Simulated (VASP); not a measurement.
# TlSi3 (P6_3/mmc) in VASP: further runs

The runs below take TlSi3 through single point, with PBE.

All numbers are computed with VASP 6.6.1; they aren't measurements. Logs are shortened: lines on timing, memory, paths and dates and some standing lists are left out, and cuts for length are marked.

## (1) The cell of the first run

It takes space group P6_3/mmc (No. 194, hexagonal). The conventional cell has a = 6.840 Å, b = 6.840 Å, c = 4.406 Å, α = 90.00°, β = 90.00°, γ = 120.00°. Within 4.4 Å of Tl (site symmetry -6m2) lie 12 Si at 3.33 to 3.46 Å. Si (site symmetry mm2) has 6 Si at 2.51 to 2.64 Å within 3.3 Å.

## (2) Single point, PBE

Contents of INCAR:

```
PREC = Accurate
ENCUT = 520
EDIFF = 1E-7
ISMEAR = 0
SIGMA = 0.1
LREAL = False
LASPH = True
NELM = 100
ALGO = Normal
ISIF = 2
LWAVE = False
LCHARG = True
GGA = PE
LELF = True
LVHAR = True
NBANDS = 35
```

Contents of KPOINTS:

```
Automatic mesh
0
Gamma
  3 3 4
```

Contents of POSCAR:

```
TlSi3
1.0
    6.8399558542      0.0000000000      0.0000000000
   -3.4199779271      5.9235755305      0.0000000000
    0.0000000000      0.0000000000      4.4059662725
Tl Si
2 6
Direct
    0.3333333333      0.6666666667      0.2500000000
    0.6666666667      0.3333333333      0.7500000000
    0.8778690897      0.7557381794      0.2500000000
    0.1221309103      0.8778690897      0.7500000000
    0.2442618206      0.1221309103      0.2500000000
    0.1221309103      0.2442618206      0.7500000000
    0.8778690897      0.1221309103      0.2500000000
    0.7557381794      0.8778690897      0.7500000000
```

Potentials or basis: VASP PAW PBE potentials, release 64 (Tl_d, Si).

On the command line:

```sh
> cat potpaw_PBE.64/Tl_d/POTCAR potpaw_PBE.64/Si/POTCAR > POTCAR
> mpirun -np 1 vasp_std > vasp.out
```

OUTCAR:

```text
PREC = Accurate
   ENCUT = 520
   EDIFF = 1E-7
   ISMEAR = 0
   LREAL = False
   LASPH = True
   NELM = 100
   ISIF = 2
   GGA = PE

 ion  position               nearest neighbor table
   1  0.333  0.667  0.250-   4 3.33   4 3.33   6 3.33   6 3.33   8 3.33   8 3.33   5 3.46   3 3.46
                             7 3.46   7 3.46   5 3.46   3 3.46
   2  0.667  0.333  0.750-   7 3.33   7 3.33   3 3.33   3 3.33   5 3.33   5 3.33   8 3.46   6 3.46
                             4 3.46   4 3.46   8 3.46   6 3.46
   3  0.878  0.756  0.250-   5 2.51   7 2.51   4 2.64   8 2.64   4 2.64   8 2.64   2 3.33   2 3.33
                             1 3.46   1 3.46
   4  0.122  0.878  0.750-   6 2.51   8 2.51   5 2.64   5 2.64   3 2.64   3 2.64   1 3.33   1 3.33
                             2 3.46   2 3.46
   5  0.244  0.122  0.250-   3 2.51   7 2.51   4 2.64   4 2.64   6 2.64   6 2.64   2 3.33   2 3.33
                             1 3.46   1 3.46
   6  0.122  0.244  0.750-   4 2.51   8 2.51   7 2.64   5 2.64   5 2.64   7 2.64   1 3.33   1 3.33
                             2 3.46   2 3.46
   7  0.878  0.122  0.250-   3 2.51   5 2.51   8 2.64   8 2.64   6 2.64   6 2.64   2 3.33   2 3.33
                             1 3.46   1 3.46
   8  0.756  0.878  0.750-   6 2.51   4 2.51   7 2.64   7 2.64   3 2.64   3 2.64   1 3.33   1 3.33
                             2 3.46   2 3.46

  LATTYP: Found a hexagonal cell.
 ALAT       =     6.8399558542
 C/A-ratio  =     0.6441512733

  Lattice vectors:

 A1 = (   6.8399558542,   0.0000000000,   0.0000000000)
 A2 = (  -3.4199779271,   5.9235755305,   0.0000000000)
 A3 = (   0.0000000000,   0.0000000000,   4.4059662725)

Analysis of symmetry for initial positions (statically):
=====================================================================
 Subroutine PRICEL returns:
 Original cell was already a primitive cell.

 Routine SETGRP: Setting up the symmetry group for a
 hexagonal supercell.

 Subroutine GETGRP returns: Found 24 space group operations
 (whereof 12 operations were pure point group operations)
 out of a pool of 24 trial point group operations.

The static configuration has the point symmetry D_3d.
 The point group associated with its full space group is D_6h.

Analysis of symmetry for dynamics (positions and initial velocities):
=====================================================================
 Subroutine PRICEL returns:
 Original cell was already a primitive cell.

 Routine SETGRP: Setting up the symmetry group for a
 hexagonal supercell.

 Subroutine GETGRP returns: Found 24 space group operations
 (whereof 12 operations were pure point group operations)
 out of a pool of 24 trial point group operations.

The dynamic configuration has the point symmetry D_3d.
 The point group associated with its full space group is D_6h.

 Subroutine INISYM returns: Found 24 space group operations
 (whereof 12 operations are pure point group operations),
 and found     1 'primitive' translations

----------------------------------------------------------------------------------------

                                     Primitive cell

  volume of cell :     178.5165

  direct lattice vectors                    reciprocal lattice vectors
     6.839955854  0.000000000  0.000000000     0.146199774  0.084408479  0.000000000
    -3.419977927  5.923575530  0.000000000     0.000000000  0.168816958  0.000000000
     0.000000000  0.000000000  4.405966272     0.000000000  0.000000000  0.226964969

  length of vectors
     6.839955854  6.839955854  4.405966272     0.168816958  0.168816958  0.226964969

  position of ions in fractional coordinates (direct lattice)
     0.333333333  0.666666667  0.250000000
     0.666666667  0.333333333  0.750000000
     0.877869090  0.755738179  0.250000000
     0.122130910  0.877869090  0.750000000
     0.244261821  0.122130910  0.250000000
     0.122130910  0.244261821  0.750000000
     0.877869090  0.122130910  0.250000000
     0.755738179  0.877869090  0.750000000

  ion indices of the primitive-cell ions
   primitive index   ion index
                 1           1
                 2           2
                 3           3
                 4           4
                 5           5
                 6           6
                 7           7
                 8           8

----------------------------------------------------------------------------------------

 KPOINTS: Automatic mesh

Automatic generation of k-mesh.
 Grid dimensions read from file:
 generate k-points for:    3    3    4

 Generating k-lattice:

  Cartesian coordinates                     Fractional coordinates (reciprocal lattice)
     0.048733258  0.028136160  0.000000000     0.333333333 -0.000000000  0.000000000
     0.000000000  0.056272319  0.000000000     0.000000000  0.333333333  0.000000000
     0.000000000  0.000000000  0.056741242     0.000000000  0.000000000  0.250000000

  Length of vectors
     0.056272319  0.056272319  0.056741242

  Shift w.r.t. Gamma in fractional coordinates (k-lattice)
     0.000000000  0.000000000  0.000000000

 Subroutine IBZKPT returns following result:
 ===========================================

 Found      9 irreducible k-points:

 Following reciprocal coordinates:
            Coordinates               Weight
  0.000000  0.000000  0.000000      1.000000
  0.333333  0.000000  0.000000      6.000000
  0.333333  0.333333  0.000000      2.000000
  0.000000  0.000000  0.250000      2.000000
  0.333333  0.000000  0.250000     12.000000
  0.333333  0.333333  0.250000      4.000000
  0.000000  0.000000  0.500000      1.000000
  0.333333  0.000000  0.500000      6.000000
  0.333333  0.333333  0.500000      2.000000
   k-points           NKPTS =      9   k-points in BZ     NKDIM =      9   number of bands    NBANDS=     35
   number of dos      NEDOS =    301   number of ions     NIONS =      8
   total plane-waves  NPLWV = 104976
   dimension x,y,z NGX =    54 NGY =   54 NGZ =   36
   dimension x,y,z NGXF=   108 NGYF=  108 NGZF=   72
   ions per type =               2   6
   NGX,Y,Z   is equivalent  to a cutoff of  13.12, 13.12, 13.58 a.u.
   NGXF,Y,Z  is equivalent  to a cutoff of  26.25, 26.25, 27.17 a.u.
 SYSTEM =  unknown system
   PREC   = accura    normal or accurate (medium, high low for compatibility)
   ISTART =      0    job   : 0-new  1-cont  2-samecut
   ICHARG =      2    charge: 1-file 2-atom 10-const
   ISPIN  =      1    spin polarized calculation?
   LNONCOLLINEAR =      F non collinear calculations
   LSORBIT =      F    spin-orbit coupling
   LASPH  =      T    aspherical Exc in radial PAW
   ENCUT  =  520.0 eV  38.22 Ry    6.18 a.u.  12.72 12.72  8.19*2*pi/ulx,y,z
   NELM   =    100;   NELMIN=  2; NELMDL= -5     # of ELM steps
   EDIFF  = 0.1E-06   stopping-criterion for ELM
   LREAL  =      F    real-space projection
   EDIFFG = 0.1E-05   stopping-criterion for IOM
   NSW    =      0    number of steps for IOM
   IBRION =     -1    ionic relax: 0-MD 1-quasi-New 2-CG
   NFREE  =      0    steps in history (QN), initial steepest desc. (CG)
   ISIF   =      2    stress and relaxation
   ISYM   =      2    0-nonsym 1-usesym 2-fastsym
   POTIM  = 0.5000    time-step for ionic-motion
   TEBEG  =    0.0;   TEEND  =   0.0 temperature during run
   PSTRESS=    0.0 pullay stress
   NELECT =      50.0000    total number of electrons
   NUPDOWN=      -1.0000    fix difference up-down
   EMIN   =  10.00;   EMAX   =-10.00  energy-range for DOS
   EFERMI =   0.00;   METHOD = LEGACY
   ISMEAR =     0;   SIGMA  =   0.10  broadening in eV -4-tet -1-fermi 0-gaus
   EFERMI_NEDOS =   21; number of points for ismear=-14 and -15
   IALGO  =     38    algorithm
   IMIX   =      4    mixing-type and parameters
     AMIX     =   0.40;   BMIX     =  1.00
     AMIX_MAG =   1.60;   BMIX_MAG =  1.00
  volume/ion in A,a.u.               =      22.31       150.59
  Fermi-wavevector in a.u.,A,eV,Ry     =   1.071121  2.024126 15.609979  1.147301
  Thomas-Fermi vector in A             =   2.206852
   LORBIT       =      0    0 simple, 1 ext, 2 COOP (PROOUT), +10 PAW based schemes
   GGA     = PE    functional components
   LHFCALC =     F    Hartree Fock is set to
   AEXX    =    0.0000 exact exchange contribution
   IVDW    =     0    specifies the selected vdW correction
   LEPSILON=     F    determine dielectric tensor
   LRPA    =     F    only Hartree local field effects (RPA)
 non-spin polarized calculation
 Gauss-broadening in eV      SIGMA  =   0.10
  energy-cutoff  :      520.00
  volume of cell :      178.52
 maximum number of plane-waves:      4828
 NGX is ok and might be reduce to    54
   NGX = 25   NGY = 25   NGZ = 17

 number of electron      49.9999996 magnetization

 Free energy of the ion-electron system (eV)
  ---------------------------------------------------
  ext. energy  EPLUGINS =         0.00000000
  ---------------------------------------------------
  free energy    TOTEN  =       -33.74217144 eV

  energy without entropy =      -33.72330166  energy(sigma->0) =      -33.73273655

 E-fermi :   6.0298     XC(G=0):  -9.7283

 val. band max:        5.9998517090   @ k =   0.3333   0.0000   0.2500
 cond. band min:       6.1738434849   @ k =   0.0000   0.0000   0.0000
 fundamental gap:      0.1739917759
 Fermi energy:         6.0297604349

 k-point     1 :       0.0000    0.0000    0.0000
  band No.  band energies     occupation
      1      -6.7786      2.00000
      2      -5.2170      2.00000
      3      -5.2170      2.00000
      4      -5.1715      2.00000
      5      -5.1419      2.00000
      6      -5.1419      2.00000
[... 27 lines left out ...]
     34       9.4105      0.00000
     35       9.4105      0.00000

 k-point     2 :       0.3333    0.0000    0.0000
  band No.  band energies     occupation
      1      -6.7082      2.00000
      2      -5.1969      2.00000
      3      -5.1664      2.00000
      4      -5.1596      2.00000
      5      -5.1343      2.00000
      6      -5.1338      2.00000
[... 27 lines left out ...]
     34       9.6481      0.00000
     35      10.4341      0.00000
[... 226 lines left out ...]
     34       9.5707      0.00000
     35      11.6059      0.00000

 k-point     9 :       0.3333    0.3333    0.5000
  band No.  band energies     occupation
      1      -5.3093      2.00000
      2      -5.3093      2.00000
      3      -5.1760      2.00000
      4      -5.1760      2.00000
      5      -5.1566      2.00000
      6      -5.1566      2.00000
[... 27 lines left out ...]
     34       9.4702      0.00000
     35       9.7489      0.00000

------------------------ aborting loop because EDIFF is reached ----------------------------------------

  FORCE on cell =-STRESS in cart. coord.  units (eV):
  Direction    XX          YY          ZZ          XY          YZ          ZX
  --------------------------------------------------------------------------------------
  -------------------------------------------------------------------------------------
  Total        0.0256443      0.0256443      0.2456310      0.0000000      0.0000000      0.0000000
  in kB        0.2301568      0.2301568      2.2045264      0.0000000      0.0000000      0.0000000
  external PRESSURE =       0.8882800 kB  Pullay stress =       0.0000000 kB

 VOLUME and BASIS-vectors are now :
 -----------------------------------------------------------------------------
  energy-cutoff  :      520.00
  volume of cell :      178.52
      direct lattice vectors                 reciprocal lattice vectors
     6.839955854  0.000000000  0.000000000     0.146199774  0.084408479  0.000000000
    -3.419977927  5.923575530  0.000000000     0.000000000  0.168816958  0.000000000
     0.000000000  0.000000000  4.405966272     0.000000000  0.000000000  0.226964969

 POSITION                                       TOTAL-FORCE (eV/Angst)
 -----------------------------------------------------------------------------------
     -0.00000      3.94905      1.10149         0.000000      0.000000      0.000000
      3.41998      1.97453      3.30447        -0.000000      0.000000      0.000000
      3.41998      4.47667      1.10149        -0.000000     -0.003478      0.000000
     -2.16692      5.20012      3.30447         0.003012     -0.001739      0.000000
      1.25306      0.72345      1.10149         0.003012      0.001739     -0.000000
      0.00000      1.44690      3.30447         0.000000      0.003478     -0.000000
      5.58690      0.72345      1.10149        -0.003012      0.001739      0.000000
      2.16692      5.20012      3.30447        -0.003012     -0.001739     -0.000000
 -----------------------------------------------------------------------------------
    total drift:                                0.000000     -0.000000      0.000000

  FREE ENERGIE OF THE ION-ELECTRON SYSTEM (eV)
  ---------------------------------------------------
  free  energy   TOTEN  =       -33.7421714389 eV

  energy  without entropy=      -33.7233016577  energy(sigma->0) =      -33.73273655
```

Wall time 2.2 min (1 thread of Intel Xeon Platinum 8259CL at 2.50GHz (Skylake/Cascade Lake), shared host); peak memory 0.32 GiB.

Results:

| Item | Value |
| --- | --- |
| Free energy | -33.7422 eV |
| Pressure | 0.1 GPa |
| Largest force | 0.003 eV/Å |
| Band gap on the k mesh | zero (band 25 reaches 8.45 eV, above the bottom of band 26 at 5.90 eV) |

Forces in eV/Å, atoms in the order of the input:
```
Tl   0.000  0.000  0.000
Tl   0.000  0.000  0.000
Si   0.000 -0.003  0.000
Si   0.003 -0.002  0.000
Si   0.003  0.002  0.000
Si   0.000  0.003  0.000
Si  -0.003  0.002  0.000
Si  -0.003 -0.002  0.000
```

Levels at points of the mesh, in eV from the Fermi level:
| k point | band 21 | band 22 | band 23 | band 24 | band 25 | band 26 | band 27 | band 28 | band 29 | band 30 |
| --- | --- | --- | --- | --- | --- | --- | --- | --- | --- | --- |
| (0.00, 0.00, 0.00) | -1.63 | -1.11 | -1.11 | -0.44 | 0.14 | 0.85 | 0.85 | 1.24 | 1.98 | 2.77 |
| (0.00, 0.00, 0.50) | -2.95 | -2.95 | -2.84 | -2.84 | 2.42 | 2.42 | 2.95 | 2.95 | 2.97 | 2.97 |

Caveat: spin-orbit coupling is left out, which moves the levels of the heavy elements.

## (3) Single point, PBE

This run uses another cell than the first one, of 18.70 Å³/atom, 0.838 times its volume.

Contents of INCAR:

```
PREC = Accurate
ENCUT = 520
EDIFF = 1E-6
ISMEAR = 0
SIGMA = 0.1
LREAL = F
LASPH = T
NELM = 60
ALGO = Normal
ISIF = 2
LWAVE = F
LCHARG = F
GGA = PE
NBANDS = 35
```

Contents of KPOINTS:

```
Automatic mesh
0
Gamma
  6 6 4
```

Contents of POSCAR:

```
TlSi3
1.0
    5.9932179425      0.0000000000      0.0000000000
   -2.9966089712      5.1902789886      0.0000000000
    0.0000000000      0.0000000000      4.8104821063
Tl Si
2 6
Direct
    0.3333333333      0.6666666667      0.2500000000
    0.6666666667      0.3333333333      0.7500000000
    0.8330000000      0.6660000000      0.2500000000
    0.1670000000      0.8330000000      0.7500000000
    0.3340000000      0.1670000000      0.2500000000
    0.1670000000      0.3340000000      0.7500000000
    0.8330000000      0.1670000000      0.2500000000
    0.6660000000      0.8330000000      0.7500000000
```

Potentials or basis: VASP PAW PBE potentials, release 64 (Tl_d, Si).

On the command line:

```sh
> cat potpaw_PBE.64/Tl_d/POTCAR potpaw_PBE.64/Si/POTCAR > POTCAR
> mpirun -np 1 vasp_std > vasp.out
```

Run time: 91 s. Hardware: 1 thread of Intel Xeon Platinum 8259CL at 2.50GHz (Skylake/Cascade Lake), shared host; peak memory 0.32 GiB.

The run converged. Its results:

```
Free energy            : -30.7675 eV
Pressure               : 2.0 GPa
Largest force          : 0.729 eV/Å
Band gap on the k mesh : zero (band 25 reaches 10.37 eV, above the bottom of band 26 at 7.25 eV)
```

Forces in eV/Å, atoms in the order of the input:
```
Tl   0.000  0.000  0.000
Tl   0.000  0.000  0.000
Si   0.000  0.729  0.000
Si  -0.631  0.365  0.000
Si  -0.631 -0.365  0.000
Si   0.000 -0.729  0.000
Si   0.631 -0.365  0.000
Si   0.631  0.365  0.000
```

Stress tensor (GPa, compression positive):
```
0.55 0.00 0.00
0.00 0.55 0.00
0.00 0.00 4.85
```

Levels at points of the mesh, in eV from the Fermi level:
| k point | band 23 | band 24 | band 25 | band 26 | band 27 | band 28 |
| --- | --- | --- | --- | --- | --- | --- |
| (0.00, 0.00, 0.00) | -1.00 | -0.90 | -0.90 | -0.75 | -0.37 | 0.31 |
| (0.50, 0.00, 0.00) | -1.80 | -1.74 | -1.13 | -0.97 | 0.02 | 0.25 |
| (0.00, 0.00, 0.50) | -4.38 | -4.38 | 2.07 | 2.07 | 3.35 | 3.35 |
| (0.50, 0.00, 0.50) | -0.24 | -0.24 | -0.24 | -0.24 | 1.42 | 1.42 |

Caveat: spin-orbit coupling is left out, which moves the levels of the heavy elements.
